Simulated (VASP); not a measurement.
# AlN (P2_1/m) in VASP: single point with PBEsol

Aim: the single point of AlN with PBEsol.

Everything below comes from runs of VASP 6.6.1. Logs are shortened: lines on timing, memory, paths and dates and some standing lists are left out, and cuts for length are marked.

### 1 The cell of the first run

Symmetry: P2_1/m, No. 11, monoclinic system. Conventional cell: a = 3.258 Å, b = 4.188 Å, c = 3.313 Å, α = 90.00°, β = 118.38°, γ = 90.00°. Within 2.5 Å of Al (site symmetry m) lie 5 N at 1.88 to 2.09 Å. Within 2.5 Å of N (site symmetry m) lie 5 Al at 1.88 to 2.09 Å.

### 2 Single point, PBEsol (strain +0.0375 x Voigt [0, 0, 0, 0, 0, 1])

Input file INCAR:

```
PREC = Accurate ; ENCUT = 520
EDIFF = 1E-6 ; ISMEAR = 0
SIGMA = 0.05 ; LREAL = F
LASPH = T ; NELM = 100
ALGO = Normal ; ISIF = 2
LWAVE = F ; LCHARG = T
GGA = PS ; LELF = T
LVHAR = T ; NBANDS = 16
```

Input file KPOINTS:

```
Automatic mesh
0
Gamma
  12 12 6
```

Input file POSCAR:

```
AlN
1.0
    3.3121157418      0.0621021702      0.0000000000
   -1.6022758139      2.8373252876      0.0000000000
    0.0000000000      0.0000000000      4.1875630000
Al N
2 2
Direct
    0.3333333333      0.6666666667      0.7500000000
    0.6666666667      0.3333333333      0.2500000000
    0.3333333333      0.6666666667      0.2500000000
    0.6666666667      0.3333333333      0.7500000000
```

Potentials or basis: VASP PAW PBE potentials, release 64 (Al, N).

Command:

```sh
> cat potpaw_PBE.64/Al/POTCAR potpaw_PBE.64/N/POTCAR > POTCAR
> mpirun -np 1 vasp_std > vasp.out
```

OUTCAR:

```text
PREC = Accurate
   ENCUT = 520
   EDIFF = 1E-6
   ISMEAR = 0
   LREAL = F
   LASPH = T
   NELM = 100
   ISIF = 2
   GGA = PS

 ion  position               nearest neighbor table
   1  0.333  0.667  0.750-   4 1.88   4 1.91   4 1.94   3 2.09   3 2.09   2 2.81   2 2.81   2 2.84
                             2 2.84   2 2.86   2 2.86
   2  0.667  0.333  0.250-   3 1.88   3 1.91   3 1.94   4 2.09   4 2.09   1 2.81   1 2.81   1 2.84
                             1 2.84   1 2.86   1 2.86
   3  0.333  0.667  0.250-   2 1.88   2 1.91   2 1.94   1 2.09   1 2.09
   4  0.667  0.333  0.750-   1 1.88   1 1.91   1 1.94   2 2.09   2 2.09

  Warning from LATTYP: Monoclinic adjustment (A1->A3, A2->A1, A3->A2)!
  LATTYP: Found a simple monoclinic cell.
 ALAT       =     3.2584816359
 B/A-ratio  =     1.2851270831
 C/A-ratio  =     1.0166385049
 COS(beta)  =    -0.4753145517

  Lattice vectors:

 A1 = (  -1.6022758139,   2.8373252876,   0.0000000000)
 A2 = (   0.0000000000,   0.0000000000,   4.1875630000)
 A3 = (   3.3121157418,   0.0621021702,   0.0000000000)

Analysis of symmetry for initial positions (statically):
=====================================================================
 Subroutine PRICEL returns:
 Original cell was already a primitive cell.

 Routine SETGRP: Setting up the symmetry group for a
 simple monoclinic supercell.

 Subroutine GETGRP returns: Found  4 space group operations
 (whereof  2 operations were pure point group operations)
 out of a pool of  4 trial point group operations.

The static configuration has the point symmetry S_2 .
 The point group associated with its full space group is C_2h.

Analysis of symmetry for dynamics (positions and initial velocities):
=====================================================================
 Subroutine PRICEL returns:
 Original cell was already a primitive cell.

 Routine SETGRP: Setting up the symmetry group for a
 simple monoclinic supercell.

 Subroutine GETGRP returns: Found  4 space group operations
 (whereof  2 operations were pure point group operations)
 out of a pool of  4 trial point group operations.

The dynamic configuration has the point symmetry S_2 .
 The point group associated with its full space group is C_2h.

 Subroutine INISYM returns: Found  4 space group operations
 (whereof  2 operations are pure point group operations),
 and found     1 'primitive' translations

----------------------------------------------------------------------------------------

                                     Primitive cell

  volume of cell :      39.7695

  direct lattice vectors                    reciprocal lattice vectors
     3.312115742  0.062102170  0.000000000     0.298758449  0.168712921  0.000000000
    -1.602275814  2.837325288  0.000000000    -0.006539098  0.348751892  0.000000000
     0.000000000  0.000000000  4.187563000     0.000000000  0.000000000  0.238802377

  length of vectors
     3.312697898  3.258481636  4.187563000     0.343104445  0.348813190  0.238802377

  position of ions in fractional coordinates (direct lattice)
     0.333333333  0.666666667  0.750000000
     0.666666667  0.333333333  0.250000000
     0.333333333  0.666666667  0.250000000
     0.666666667  0.333333333  0.750000000

  ion indices of the primitive-cell ions
   primitive index   ion index
                 1           1
                 2           2
                 3           3
                 4           4

----------------------------------------------------------------------------------------

 KPOINTS: Automatic mesh

Automatic generation of k-mesh.
 Grid dimensions read from file:
 generate k-points for:   12   12    6

 Generating k-lattice:

  Cartesian coordinates                     Fractional coordinates (reciprocal lattice)
     0.024896537  0.014059410  0.000000000     0.083333333  0.000000000  0.000000000
    -0.000544925  0.029062658  0.000000000     0.000000000  0.083333333  0.000000000
     0.000000000  0.000000000  0.039800396     0.000000000  0.000000000  0.166666667

  Length of vectors
     0.028592037  0.029067766  0.039800396

  Shift w.r.t. Gamma in fractional coordinates (k-lattice)
     0.000000000  0.000000000  0.000000000

 Subroutine IBZKPT returns following result:
 ===========================================

 Found    296 irreducible k-points:

 Following reciprocal coordinates:
            Coordinates               Weight
  0.000000  0.000000  0.000000      1.000000
  0.083333  0.000000  0.000000      2.000000
  0.166667  0.000000  0.000000      2.000000
  0.250000  0.000000  0.000000      2.000000
  0.333333  0.000000  0.000000      2.000000
  0.416667  0.000000  0.000000      2.000000
[... 16 lines left out ...]
  0.250000  0.166667  0.000000      2.000000
  0.333333  0.166667  0.000000      2.000000
 [... further k-points ...]
   k-points           NKPTS =    296   k-points in BZ     NKDIM =    296   number of bands    NBANDS=     16
   number of dos      NEDOS =    301   number of ions     NIONS =      4
   total plane-waves  NPLWV =  21504
   dimension x,y,z NGX =    28 NGY =   24 NGZ =   32
   dimension x,y,z NGXF=    56 NGYF=   48 NGZF=   64
   ions per type =               2   2
   NGX,Y,Z   is equivalent  to a cutoff of  14.05, 12.24, 12.70 a.u.
   NGXF,Y,Z  is equivalent  to a cutoff of  28.10, 24.49, 25.41 a.u.
 SYSTEM =  unknown system
   PREC   = accura    normal or accurate (medium, high low for compatibility)
   ISTART =      0    job   : 0-new  1-cont  2-samecut
   ICHARG =      2    charge: 1-file 2-atom 10-const
   ISPIN  =      1    spin polarized calculation?
   LNONCOLLINEAR =      F non collinear calculations
   LSORBIT =      F    spin-orbit coupling
   LASPH  =      T    aspherical Exc in radial PAW
   ENCUT  =  520.0 eV  38.22 Ry    6.18 a.u.   6.16  6.06  7.79*2*pi/ulx,y,z
   NELM   =    100;   NELMIN=  2; NELMDL= -5     # of ELM steps
   EDIFF  = 0.1E-05   stopping-criterion for ELM
   LREAL  =      F    real-space projection
   EDIFFG = 0.1E-04   stopping-criterion for IOM
   NSW    =      0    number of steps for IOM
[... 5 lines left out ...]
   TEBEG  =    0.0;   TEEND  =   0.0 temperature during run
   PSTRESS=    0.0 pullay stress
   NELECT =      16.0000    total number of electrons
   NUPDOWN=      -1.0000    fix difference up-down
   EMIN   =  10.00;   EMAX   =-10.00  energy-range for DOS
   EFERMI =   0.00;   METHOD = LEGACY
   ISMEAR =     0;   SIGMA  =   0.05  broadening in eV -4-tet -1-fermi 0-gaus
   EFERMI_NEDOS =   21; number of points for ismear=-14 and -15
   IALGO  =     38    algorithm
   IMIX   =      4    mixing-type and parameters
     AMIX     =   0.40;   BMIX     =  1.00
     AMIX_MAG =   1.60;   BMIX_MAG =  1.00
  volume/ion in A,a.u.               =       9.94        67.09
  Fermi-wavevector in a.u.,A,eV,Ry     =   1.208550  2.283829 19.872585  1.460594
  Thomas-Fermi vector in A             =   2.344155
   LORBIT       =      0    0 simple, 1 ext, 2 COOP (PROOUT), +10 PAW based schemes
   GGA     = PS    functional components
   LHFCALC =     F    Hartree Fock is set to
   AEXX    =    0.0000 exact exchange contribution
   IVDW    =     0    specifies the selected vdW correction
   LEPSILON=     F    determine dielectric tensor
   LRPA    =     F    only Hartree local field effects (RPA)
 non-spin polarized calculation
 Gauss-broadening in eV      SIGMA  =   0.05
  energy-cutoff  :      520.00
  volume of cell :       39.77
 maximum number of plane-waves:      1090
 NGX is ok and might be reduce to    28
   NGX = 13   NGY = 13   NGZ = 15

 number of electron      15.9999997 magnetization

 Free energy of the ion-electron system (eV)
  ---------------------------------------------------
  ext. energy  EPLUGINS =         0.00000000
  ---------------------------------------------------
  free energy    TOTEN  =       -30.90907282 eV

  energy without entropy =      -30.90907282  energy(sigma->0) =      -30.90907282

 E-fermi :   8.1457     XC(G=0): -11.3549

 val. band max:        7.8623339994   @ k =   0.0000   0.0000   0.0000
 cond. band min:      11.0403155993   @ k =   0.0000   0.0000   0.0000
 fundamental gap:      3.1779815998
 Fermi energy:         8.1456772620

 k-point     1 :       0.0000    0.0000    0.0000
  band No.  band energies     occupation
      1      -8.9056      2.00000
      2      -5.2315      2.00000
      3       0.9380      2.00000
      4       4.5079      2.00000
      5       4.6586      2.00000
      6       6.1662      2.00000
[... 8 lines left out ...]
     15      19.3329      0.00000
     16      19.6557      0.00000

 k-point     2 :       0.0833    0.0000    0.0000
  band No.  band energies     occupation
      1      -8.8288      2.00000
      2      -5.2295      2.00000
      3       1.0206      2.00000
      4       4.1945      2.00000
      5       4.5474      2.00000
      6       5.9033      2.00000
[... 8 lines left out ...]
     15      19.4701      0.00000
     16      19.4935      0.00000

 k-point     3 :       0.1667    0.0000    0.0000
  band No.  band energies     occupation
      1      -8.6039      2.00000
      2      -5.2377      2.00000
      3       1.2646      2.00000
      4       3.4340      2.00000
      5       4.2962      2.00000
      6       5.3054      2.00000
[... 8 lines left out ...]
     15      18.8453      0.00000
     16      20.0406      0.00000

 k-point     4 :       0.2500    0.0000    0.0000
  band No.  band energies     occupation
      1      -8.2498      2.00000
      2      -5.2952      2.00000
      3       1.6559      2.00000
      4       2.5742      2.00000
      5       4.0116      2.00000
      6       4.6478      2.00000
[... 8 lines left out ...]
     15      18.1965      0.00000
     16      20.3754      0.00000

 k-point     5 :       0.3333    0.0000    0.0000
  band No.  band energies     occupation
      1      -7.8065      2.00000
      2      -5.4469      2.00000
      3       1.8605      2.00000
      4       2.1612      2.00000
      5       3.7677      2.00000
      6       4.0780      2.00000
[... 8 lines left out ...]
     15      19.2367      0.00000
     16      20.6846      0.00000

 k-point     6 :       0.4167    0.0000    0.0000
  band No.  band energies     occupation
      1      -7.3619      2.00000
      2      -5.6863      2.00000
      3       1.4146      2.00000
      4       2.6903      2.00000
      5       3.6064      2.00000
      6       3.6901      2.00000
[... 8 lines left out ...]
     15      20.4390      0.00000
     16      20.9286      0.00000
[... 267 lines left out ...]
 k-point    21 :       0.0833    0.1667    0.0000
  band No.  band energies     occupation
      1      -8.3799      2.00000
      2      -5.2590      2.00000
      3       1.5107      2.00000
      4       3.1940      2.00000
      5       3.5785      2.00000
      6       5.1533      2.00000
[... 8 lines left out ...]
     15      18.5874      0.00000
     16      20.2318      0.00000

 k-point    22 :       0.1667    0.1667    0.0000
  band No.  band energies     occupation
      1      -8.0437      2.00000
      2      -5.3363      2.00000
      3       1.8884      2.00000
      4       2.6959      2.00000
      5       2.9693      2.00000
      6       4.9214      2.00000
[... 8 lines left out ...]
     15      18.6969      0.00000
     16      20.3834      0.00000

 k-point    23 :       0.2500    0.1667    0.0000
  band No.  band energies     occupation
      1      -7.6186      2.00000
      2      -5.4980      2.00000
      3       1.9353      2.00000
      4       2.3822      2.00000
      5       2.8981      2.00000
      6       4.4681      2.00000
[... 8 lines left out ...]
     15      19.5961      0.00000
     16      20.5282      0.00000

 k-point    24 :       0.3333    0.1667    0.0000
  band No.  band energies     occupation
      1      -7.1811      2.00000
      2      -5.7404      2.00000
      3       1.4247      2.00000
      4       2.9157      2.00000
      5       3.0209      2.00000
      6       3.9451      2.00000
[... 8 lines left out ...]
     15      20.1976      0.00000
     16      20.6481      0.00000

 [... further k-points ...]

------------------------ aborting loop because EDIFF is reached ----------------------------------------

  FORCE on cell =-STRESS in cart. coord.  units (eV):
  Direction    XX          YY          ZZ          XY          YZ          ZX
  --------------------------------------------------------------------------------------
  -------------------------------------------------------------------------------------
  Total       -0.6821098     -0.7378351     -1.0568754     -1.5416594      0.0000000      0.0000000
  in kB      -27.4798637    -29.7248469    -42.5778847    -62.1081681      0.0000000      0.0000000
  external PRESSURE =     -33.2608651 kB  Pullay stress =       0.0000000 kB

 VOLUME and BASIS-vectors are now :
 -----------------------------------------------------------------------------
  energy-cutoff  :      520.00
  volume of cell :       39.77
      direct lattice vectors                 reciprocal lattice vectors
     3.312115742  0.062102170  0.000000000     0.298758449  0.168712921  0.000000000
    -1.602275814  2.837325288  0.000000000    -0.006539098  0.348751892  0.000000000
     0.000000000  0.000000000  4.187563000     0.000000000  0.000000000  0.238802377

 POSITION                                       TOTAL-FORCE (eV/Angst)
 -----------------------------------------------------------------------------------
      0.03585      1.91225      3.14067        -0.406111      0.031393      0.000000
      1.67399      0.98718      1.04689         0.406111     -0.031393      0.000000
      0.03585      1.91225      1.04689        -0.500729      0.031574      0.000000
      1.67399      0.98718      3.14067         0.500729     -0.031574      0.000000
 -----------------------------------------------------------------------------------
    total drift:                                0.000000     -0.000000     -0.000000

  FREE ENERGIE OF THE ION-ELECTRON SYSTEM (eV)
  ---------------------------------------------------
  free  energy   TOTEN  =       -30.9090728249 eV

  energy  without entropy=      -30.9090728249  energy(sigma->0) =      -30.90907282
```

Run time: 64 s. Hardware: 1 thread of Intel Xeon 6975P-C (Granite Rapids), shared host; peak memory 0.27 GiB.

What came out:

```
Free energy            : -30.9091 eV
Pressure               : -3.3 GPa
Largest force          : 0.502 eV/Å
Band gap on the k mesh : 3.18 eV
```

Forces in eV/Å, atoms in the order of the input:
```
Al  -0.406  0.031  0.000
Al   0.406 -0.031  0.000
N   -0.501  0.032  0.000
N    0.501 -0.032  0.000
```

Stress tensor (GPa, compression positive):
```
-2.75 -6.21  0.00
-6.21 -2.97  0.00
 0.00  0.00 -4.26
```

Caveat: the cell differs from its parent crystal (strain +0.0375 x Voigt [0, 0, 0, 0, 0, 1]); the cell stands under tension; the PAW data sets were made with another functional, which shifts forces and pressure a little. A k mesh can miss the band edges.
